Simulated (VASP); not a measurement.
Set up this calculation in VASP 6.6.1, as the native input.

- Task: relaxation of cell and atoms
- Functional: PBE
- Potentials or basis: VASP PAW PBE potentials, release 64 (Rb_sv, V_sv, O)
- Cutoff: 600 eV
- k mesh: 4 × 4 × 4
- Occupations: gaussian, width 0.1 eV
- Spin: collinear spin, ferromagnetic start
- Starting moments: [0.0, 2.0, 0.0, 0.0] μB
- Dipole correction: no
- Further INCAR settings: ALGO = Normal; EDIFF = 1e-06; IBRION = 2; EDIFFG = -0.04; NSW = 90; ISIF = 3

The structure of RbVO2 lies in POSCAR:

```
RbVO2
1.0
    3.8509895700      0.0000000000      0.0000000000
    0.0000000000      3.8509895700      0.0000000000
    0.0000000000      0.0000000000      6.1725050000
Rb V O
1 1 2
Direct
    0.0000000000      0.0000000000      0.5000000000
    0.5000000000      0.5000000000      0.0000000000
    0.0000000000      0.0000000000      0.8620973800
    0.0000000000      0.0000000000      0.1379026200
```

The cell was generated, and may not be a known phase.

One way to write it, as run:

INCAR

```
PREC     = Accurate       # precision mode
ENCUT    = 600            # plane-wave cutoff, eV
EDIFF    = 1E-6           # SCF threshold, eV
ISMEAR   = 0              # smearing method
SIGMA    = 0.1            # smearing width, eV
LREAL    = False          # projectors in reciprocal space
LASPH    = True           # aspherical terms in the spheres
NELM     = 150            # most SCF steps
ALGO     = Normal         # electronic algorithm
ISIF     = 3              # what is computed and relaxed
LWAVE    = False          # write WAVECAR
LCHARG   = False          # write CHGCAR
ISPIN    = 2              # spin polarisation
MAGMOM   = 0 2 0 0        # initial moments
LORBIT   = 11             # projections on sites
LMAXMIX  = 4              # l up to which the mixer works
GGA      = PE             # functional
IBRION   = 2              # ionic algorithm
NSW      = 90             # ionic steps
EDIFFG   = -0.04          # ionic threshold
```

KPOINTS

```
Automatic mesh
0
Gamma
  4 4 4
```

Potentials or basis: VASP PAW PBE potentials, release 64 (Rb_sv, V_sv, O).

Command:

```console
$ cat potpaw_PBE.64/Rb_sv/POTCAR potpaw_PBE.64/V_sv/POTCAR potpaw_PBE.64/O/POTCAR > POTCAR
$ mpirun -np 1 vasp_std > vasp.out
```

Results of the run:

The relaxed volume is 13.41 Å³/atom. The relaxed cell is a = 2.710 Å, b = 2.710 Å, c = 7.303 Å, α = 90.00°, β = 90.00°, γ = 90.00°, the space group after relaxing (to 0.1 Å) is P4/mmm (No. 123) and the energy gained by relaxing is 1376.4 meV/atom. The ionic steps are 17. The pressure after relaxing is 0.3 GPa, the largest force after relaxing is 0.038 eV/Å and the band gap on the k mesh is 0.33 eV (least direct gap 0.35 eV). The net moment is 0.00 μB per cell. The valence electrons inside the program's atomic spheres are Rb 7.47; V 11.24; O 4.95.

Caveat: the volume moved by over 15 % at a fixed basis, so the end points are rough; the moments typed at the start vanished in this run.

It took 18 min on 1 thread of Intel(R) Xeon(R) Platinum 8488C (Sapphire Rapids), with other jobs on the host, peak memory 0.32 GiB.
